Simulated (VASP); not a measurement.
# NbP (I4_1md) in VASP: a series of runs

NbP is run at these levels: PBEsol, r2SCAN; tasks: relaxation of cell and atoms, single point.

Everything below comes from runs of VASP 6.6.1. Logs are shortened: lines on timing, memory, paths and dates and some standing lists are left out, and cuts for length are marked.

## Step 1: The cell of the first run

Symmetry: I4_1md, No. 109, tetragonal system. Conventional cell: a = 3.350 Å, b = 3.350 Å, c = 11.480 Å, α = 90.00°, β = 90.00°, γ = 90.00°. Nb (site symmetry 2mm) has 6 P at 2.55 Å and 8 Nb at 3.32 to 3.35 Å within 3.4 Å. Within 3.4 Å of P (site symmetry 2mm) lie 6 Nb at 2.55 Å and 8 P at 3.32 to 3.35 Å.

## Step 2: Relaxation of cell and atoms, PBEsol, target pressure 20 GPa, at which the enthalpy is minimised

INCAR

```
ALGO = Normal
EDIFF = 1E-6
EDIFFG = -0.005
ENCUT = 600
GGA = PS
IBRION = 2
ISIF = 3
ISMEAR = -1
LASPH = T
LCHARG = F
LREAL = F
LWAVE = F
NELM = 100
NSW = 80
PREC = Accurate
PSTRESS = 200.0
SIGMA = 0.05
```

KPOINTS

```
k-points
0
Gamma
  11 11 11
```

POSCAR

```
NbP
1.0
   -1.6749232544      1.6749232544      5.7401081759
    1.6749232544     -1.6749232544      5.7401081759
    1.6749232544      1.6749232544     -5.7401081759
Nb P
2 2
Direct
    0.2498808000      0.7498808000      0.5000000000
    0.4998808000      0.4998808000      0.0000000000
    0.8327477700      0.3327477700      0.5000000000
    0.0827477700      0.0827477700      0.0000000000
```

Potentials or basis: VASP PAW PBE potentials, release 64 (Nb_sv, P).

On the command line:

```
$ cat potpaw_PBE.64/Nb_sv/POTCAR potpaw_PBE.64/P/POTCAR > POTCAR
$ mpirun -np 1 vasp_std > vasp.out
```

OUTCAR:

```text
EDIFF = 1E-6
   EDIFFG = -0.005
   ENCUT = 600
   GGA = PS
   IBRION = 2
   ISIF = 3
   ISMEAR = -1
   LASPH = T
   LREAL = F
   NELM = 100
   NSW = 80
   PREC = Accurate
   PSTRESS = 200.0

 ion  position               nearest neighbor table
   1  0.250  0.750  0.500-   4 2.55   4 2.55   3 2.55   3 2.55   3 2.55   3 2.55
   2  0.500  0.500  0.000-   3 2.55   3 2.55   4 2.55   4 2.55   4 2.55   4 2.55
   3  0.833  0.333  0.500-   2 2.55   2 2.55   1 2.55   1 2.55   1 2.55   1 2.55
   4  0.083  0.083  0.000-   1 2.55   1 2.55   2 2.55   2 2.55   2 2.55   2 2.55

  LATTYP: Found a body centered tetragonal cell.
 ALAT       =     3.3498465088
 C/A-ratio  =     3.4270872775

  Lattice vectors:

 A1 = (  -1.6749232544,   1.6749232544,   5.7401081759)
 A2 = (   1.6749232544,  -1.6749232544,   5.7401081759)
 A3 = (   1.6749232544,   1.6749232544,  -5.7401081759)

Analysis of symmetry for initial positions (statically):
=====================================================================
 Subroutine PRICEL returns:
 Original cell was already a primitive cell.

 Routine SETGRP: Setting up the symmetry group for a
 body centered tetragonal supercell.

 Subroutine GETGRP returns: Found  8 space group operations
 (whereof  4 operations were pure point group operations)
 out of a pool of 16 trial point group operations.

The static configuration has the point symmetry C_2v.
 The point group associated with its full space group is C_4v.

Analysis of symmetry for dynamics (positions and initial velocities):
=====================================================================
 Subroutine PRICEL returns:
 Original cell was already a primitive cell.

 Routine SETGRP: Setting up the symmetry group for a
 body centered tetragonal supercell.

 Subroutine GETGRP returns: Found  8 space group operations
 (whereof  4 operations were pure point group operations)
 out of a pool of 16 trial point group operations.

The dynamic configuration has the point symmetry C_2v.
 The point group associated with its full space group is C_4v.

 Subroutine INISYM returns: Found  8 space group operations
 (whereof  4 operations are pure point group operations),
 and found     1 'primitive' translations

----------------------------------------------------------------------------------------

                                     Primitive cell

  volume of cell :      64.4125

  direct lattice vectors                    reciprocal lattice vectors
    -1.674923254  1.674923254  5.740108176     0.000000000  0.298521140  0.087106372
     1.674923254 -1.674923254  5.740108176     0.298521140  0.000000000  0.087106372
     1.674923254  1.674923254 -5.740108176     0.298521140  0.298521140  0.000000000

  length of vectors
     6.209635874  6.209635874  6.209635874     0.310970081  0.310970081  0.422172645

  position of ions in fractional coordinates (direct lattice)
     0.249880800  0.749880800  0.500000000
     0.499880800  0.499880800  0.000000000
     0.832747770  0.332747770  0.500000000
     0.082747770  0.082747770  0.000000000

  ion indices of the primitive-cell ions
   primitive index   ion index
                 1           1
                 2           2
                 3           3
                 4           4

----------------------------------------------------------------------------------------

 KPOINTS: k-points

Automatic generation of k-mesh.
 Grid dimensions read from file:
 generate k-points for:   11   11   11

 Generating k-lattice:

  Cartesian coordinates                     Fractional coordinates (reciprocal lattice)
     0.000000000  0.027138285  0.007918761     0.090909091  0.000000000 -0.000000000
     0.027138285  0.000000000  0.007918761     0.000000000  0.090909091 -0.000000000
     0.027138285  0.027138285  0.000000000     0.000000000  0.000000000  0.090909091

  Length of vectors
     0.028270007  0.028270007  0.038379331

  Shift w.r.t. Gamma in fractional coordinates (k-lattice)
     0.000000000  0.000000000  0.000000000

 Subroutine IBZKPT returns following result:
 ===========================================

 Found    126 irreducible k-points:

 Following reciprocal coordinates:
            Coordinates               Weight
  0.000000  0.000000  0.000000      1.000000
  0.090909  0.000000 -0.000000      8.000000
  0.181818 -0.000000  0.000000      8.000000
  0.272727 -0.000000  0.000000      8.000000
  0.363636 -0.000000  0.000000      8.000000
  0.454545  0.000000  0.000000      8.000000
[... 16 lines left out ...]
 -0.272727  0.181818  0.000000     16.000000
 -0.181818  0.181818  0.000000      4.000000
 [... further k-points ...]
   k-points           NKPTS =    126   k-points in BZ     NKDIM =    126   number of bands    NBANDS=     22
   number of dos      NEDOS =    301   number of ions     NIONS =      4
   total plane-waves  NPLWV = 125000
   dimension x,y,z NGX =    50 NGY =   50 NGZ =   50
   dimension x,y,z NGXF=   100 NGYF=  100 NGZF=  100
   ions per type =               2   2
   NGX,Y,Z   is equivalent  to a cutoff of  13.39, 13.39, 13.39 a.u.
   NGXF,Y,Z  is equivalent  to a cutoff of  26.77, 26.77, 26.77 a.u.
 SYSTEM =  unknown system
   PREC   = accura    normal or accurate (medium, high low for compatibility)
   ISTART =      0    job   : 0-new  1-cont  2-samecut
   ICHARG =      2    charge: 1-file 2-atom 10-const
   ISPIN  =      1    spin polarized calculation?
   LNONCOLLINEAR =      F non collinear calculations
   LSORBIT =      F    spin-orbit coupling
   LASPH  =      T    aspherical Exc in radial PAW
   ENCUT  =  600.0 eV  44.10 Ry    6.64 a.u.  12.40 12.40 12.40*2*pi/ulx,y,z
   NELM   =    100;   NELMIN=  2; NELMDL= -5     # of ELM steps
   EDIFF  = 0.1E-05   stopping-criterion for ELM
   LREAL  =      F    real-space projection
   EDIFFG = -.5E-02   stopping-criterion for IOM
   NSW    =     80    number of steps for IOM
   IBRION =      2    ionic relax: 0-MD 1-quasi-New 2-CG
   NFREE  =      1    steps in history (QN), initial steepest desc. (CG)
   ISIF   =      3    stress and relaxation
   ISYM   =      2    0-nonsym 1-usesym 2-fastsym
   POTIM  = 0.5000    time-step for ionic-motion
   TEBEG  =    0.0;   TEEND  =   0.0 temperature during run
   PSTRESS=  200.0 pullay stress
   NELECT =      36.0000    total number of electrons
   NUPDOWN=      -1.0000    fix difference up-down
   EMIN   =  10.00;   EMAX   =-10.00  energy-range for DOS
   EFERMI =   0.00;   METHOD = LEGACY
   ISMEAR =    -1;   SIGMA  =   0.05  broadening in eV -4-tet -1-fermi 0-gaus
   EFERMI_NEDOS =   21; number of points for ismear=-14 and -15
   IALGO  =     38    algorithm
   IMIX   =      4    mixing-type and parameters
     AMIX     =   0.40;   BMIX     =  1.00
     AMIX_MAG =   1.60;   BMIX_MAG =  1.00
  volume/ion in A,a.u.               =      16.10       108.67
  Fermi-wavevector in a.u.,A,eV,Ry     =   1.348504  2.548304 24.741706  1.818464
  Thomas-Fermi vector in A             =   2.476168
   LORBIT       =      0    0 simple, 1 ext, 2 COOP (PROOUT), +10 PAW based schemes
   GGA     = PS    functional components
   LHFCALC =     F    Hartree Fock is set to
   AEXX    =    0.0000 exact exchange contribution
   IVDW    =     0    specifies the selected vdW correction
   LEPSILON=     F    determine dielectric tensor
   LRPA    =     F    only Hartree local field effects (RPA)
 conjugate gradient relaxation of ions
 non-spin polarized calculation
  energy-cutoff  :      600.00
  volume of cell :       64.41
 maximum number of plane-waves:      2178
 NGX is ok and might be reduce to    50
   NGX = 25   NGY = 25   NGZ = 25

--------------------------------------- Ionic step        1  -------------------------------------------

 number of electron      35.9999999 magnetization

 Free energy of the ion-electron system (eV)
  ---------------------------------------------------
  ext. energy  EPLUGINS =         0.00000000
  ---------------------------------------------------
  free energy    TOTEN  =       -37.79145384 eV

  energy without entropy =      -37.78588777  energy(sigma->0) =      -37.78867080

------------------------ aborting loop because EDIFF is reached ----------------------------------------

  FORCE on cell =-STRESS in cart. coord.  units (eV):
  Direction    XX          YY          ZZ          XY          YZ          ZX
  --------------------------------------------------------------------------------------
  -------------------------------------------------------------------------------------
  Total       -2.6102689     -2.6102689     -2.6973828      0.0000000      0.0000000      0.0000000
  in kB      -64.9270907    -64.9270907    -67.0939360      0.0000000      0.0000000      0.0000000
  external PRESSURE =    -265.6493724 kB  Pullay stress =     200.0000000 kB
[... 99 lines left out ...]
  FREE ENERGIE OF THE ION-ELECTRON SYSTEM (eV)
  ---------------------------------------------------
  free  energy   TOTEN  =       -37.6429597075 eV

  energy  without entropy=      -37.6377622658  energy(sigma->0) =      -37.64036099

  enthalpy is  TOTEN    =       -30.3868428235 eV   P V=        7.2561168840

[... ionic steps 4 to 9 ...]

--------------------------------------- Ionic step       10  -------------------------------------------

 number of electron      36.0000000 magnetization

------------------------ aborting loop because EDIFF is reached ----------------------------------------

  FORCE on cell =-STRESS in cart. coord.  units (eV):
  Direction    XX          YY          ZZ          XY          YZ          ZX
  --------------------------------------------------------------------------------------
  -------------------------------------------------------------------------------------
  Total        7.1011020      7.1011020      7.1045805      0.0000000      0.0000000      0.0000000
  in kB      198.9269377    198.9269377    199.0243850      0.0000000      0.0000000      0.0000000
  external PRESSURE =      -1.0405798 kB  Pullay stress =     200.0000000 kB
[... 65 lines left out ...]
  enthalpy is  TOTEN    =       -30.4110580642 eV   P V=        7.1309828036

--------------------------------------- Ionic step       12  -------------------------------------------

 number of electron      36.0000000 magnetization

 Free energy of the ion-electron system (eV)
  ---------------------------------------------------
  ext. energy  EPLUGINS =         0.00000000
  ---------------------------------------------------
  free energy    TOTEN  =       -37.54793406 eV

  energy without entropy =      -37.54273567  energy(sigma->0) =      -37.54533487

 E-fermi :  12.1112     XC(G=0): -12.6901

 val. band max:       12.0979887314   @ k =  -0.0909   0.3636   0.0909
 cond. band min:      12.1151301195   @ k =   0.4545   0.0000   0.0000
 fundamental gap:      0.0171413881
 Fermi energy:        12.1111590023

 k-point     1 :       0.0000    0.0000    0.0000
  band No.  band energies     occupation
      1     -42.3861      2.00000
      2     -42.3124      2.00000
      3     -18.8831      2.00000
      4     -18.5272      2.00000
      5     -18.5272      2.00000
      6     -18.3426      2.00000
[... 574 lines left out ...]
      6     -18.4571      2.00000
[... 14 lines left out ...]
     21      14.6257      0.00000
     22      15.6447      0.00000

 [... further k-points ...]

------------------------ aborting loop because EDIFF is reached ----------------------------------------

  FORCE on cell =-STRESS in cart. coord.  units (eV):
  Direction    XX          YY          ZZ          XY          YZ          ZX
  --------------------------------------------------------------------------------------
  -------------------------------------------------------------------------------------
  Total        7.1504301      7.1504301      7.1551189      0.0000000      0.0000000      0.0000000
  in kB      200.3807959    200.3807959    200.5121938      0.0000000      0.0000000      0.0000000
  external PRESSURE =       0.4245952 kB  Pullay stress =     200.0000000 kB
[... 19 lines left out ...]
  FREE ENERGIE OF THE ION-ELECTRON SYSTEM (eV)
  ---------------------------------------------------
  free  energy   TOTEN  =       -37.5479340603 eV

  energy  without entropy=      -37.5427356745  energy(sigma->0) =      -37.54533487

  enthalpy is  TOTEN    =       -30.4110923703 eV   P V=        7.1368416900

 reached required accuracy - stopping structural energy minimisation
```

Run time: 39 min. Hardware: 1 thread of Intel Xeon 6975P-C (Granite Rapids), shared host; peak memory 0.48 GiB.

Results:

```yaml
Free_energy: -37.5479 eV
Relaxed_volume: 14.29 Å³/atom
Relaxed_cell: a = 5.891 Å, b = 5.891 Å, c = 5.891 Å, α = 148.01°, β = 148.01°, γ = 45.87°
Space_group_after_relaxing_to_0.1_Å: I4_1md (No. 109)
Energy_change_on_relaxing_the_run_minimises_the_enthalpy: +60.9 meV/atom
Ionic_steps: 12
Pressure_after_relaxing: 20.0 GPa
Band_gap_on_the_k_mesh: zero (bands 18 and 19 overlap by 0.02 eV)
```

Forces on the atoms (eV/Å):
```
Nb   0.000  0.000 -0.003
Nb   0.000  0.000 -0.003
P    0.000  0.000  0.003
P    0.000  0.000  0.003
```

The path:
```tsv
step	energy change (eV)	largest force (eV/Å)	pressure (GPa)	volume (Å³)
1	0.0000	0.0168	-6.56	64.41
2	7.4355	0.2737	166.97	42.59
3	0.1485	0.0588	16.13	58.13
4	0.2136	0.0636	18.98	57.53
5	0.2391	0.0653	20.01	57.32
6	0.2399	0.1532	20.02	57.23
7	0.2433	0.1812	20.05	57.19
8	0.2411	0.0467	19.86	57.19
9	0.2410	0.0014	19.90	57.19
10	0.2410	0.0025	19.90	57.19
11	0.2494	0.0037	20.23	57.13
12	0.2435	0.0028	20.04	57.17
```

Final structure:
```yaml
crystal:
  lattice:
    - [-1.62315, 1.62315, 5.42512]
    - [1.62315, -1.62315, 5.42512]
    - [1.62315, 1.62315, -5.42512]
  atoms:
    - { symbol: Nb, position: [0.25088, 0.75088, 0.50000] }
    - { symbol: Nb, position: [0.50088, 0.50088, 0.00000] }
    - { symbol: P, position: [0.83175, 0.33175, 0.50000] }
    - { symbol: P, position: [0.08175, 0.08175, 0.00000] }
```

Levels at points of the mesh, in eV from the Fermi level:
```tsv
k point	band 15	band 16	band 17	band 18	band 19	band 20	band 21	band 22
(0.00, 0.00, 0.00)	-2.42	-1.85	-1.42	-1.42	0.79	1.82	3.17	3.56
```

Caveat: the cell is relaxed towards a set pressure, so the run minimises the enthalpy, not the energy; the PAW data sets were made with another functional, which shifts forces and pressure a little.

## Step 3: Single point, r2SCAN

This run uses another cell than the first one, of 15.46 Å³/atom.

POSCAR

```
NbP
1.0
   -1.6522863814      1.6522863814      5.6625296365
    1.6522863814     -1.6522863814      5.6625296365
    1.6522863814      1.6522863814     -5.6625296365
Nb P
2 2
Direct
    0.2498808000      0.7498808000      0.5000000000
    0.4998808000      0.4998808000      0.0000000000
    0.8327477700      0.3327477700      0.5000000000
    0.0827477700      0.0827477700      0.0000000000
```

INCAR.step1

```
PREC     = Accurate       # precision mode
ENCUT    = 520            # plane-wave cutoff, eV
ISMEAR   = -1             # smearing method
SIGMA    = 0.05           # smearing width, eV
LREAL    = F              # projectors in reciprocal space
LASPH    = T              # aspherical terms in the spheres
NELM     = 80             # most SCF steps
NBANDS   = 26             # bands
GGA      = PE             # functional
ALGO     = Normal         # electronic algorithm
EDIFF    = 1E-4           # SCF threshold, eV
LWAVE    = T              # write WAVECAR
LCHARG   = F              # write CHGCAR
```

INCAR.step2

```
PREC     = Accurate       # precision mode
ENCUT    = 520            # plane-wave cutoff, eV
EDIFF    = 1E-6           # SCF threshold, eV
ISMEAR   = -1             # smearing method
SIGMA    = 0.05           # smearing width, eV
LREAL    = F              # projectors in reciprocal space
LASPH    = T              # aspherical terms in the spheres
NELM     = 80             # most SCF steps
ALGO     = Normal         # electronic algorithm
ISIF     = 2              # what is computed and relaxed
LWAVE    = F              # write WAVECAR
LCHARG   = F              # write CHGCAR
METAGGA  = R2SCAN         # meta-GGA
LMIXTAU  = T            
NBANDS   = 26             # bands
ISTART   = 1
```

KPOINTS

```
regular mesh
0
Gamma
  11 11 11
```

Potentials or basis: VASP PAW PBE potentials, release 64 (Nb_sv, P).

On the command line:

```
$ cat potpaw_PBE.64/Nb_sv/POTCAR potpaw_PBE.64/P/POTCAR > POTCAR
$ cp INCAR.step1 INCAR
$ mpirun -np 1 vasp_std > vasp.out
$ cp INCAR.step2 INCAR
$ mpirun -np 1 vasp_std > vasp.out
```

It took 15 min on 1 thread of Intel Xeon Platinum 8559C (Emerald Rapids), shared host; peak memory 0.46 GiB.

It converged, with:

```
Free energy   : -72.0194 eV
Pressure      : 6.3 GPa
Largest force : 0.010 eV/Å
```

Forces on the atoms (eV/Å):
```
Nb   0.000  0.000  0.010
Nb   0.000  0.000  0.010
P    0.000  0.000 -0.010
P    0.000  0.000 -0.010
```

Stress tensor (GPa, compression positive):
```
6.63 0.00 0.00
0.00 6.63 0.00
0.00 0.00 5.74
```

Levels at points of the mesh, in eV from the Fermi level:
```tsv
k point	band 14	band 15	band 16	band 17	band 18	band 19	band 20	band 21	band 22	band 23
(0.00, 0.00, 0.00)	-2.47	-2.34	-1.88	-1.50	-1.50	0.92	1.77	2.95	3.46	3.46
```

Caveat: the cell stands under pressure; the PAW data sets were made with another functional, which shifts forces and pressure a little.

[end of part 1 of 2]
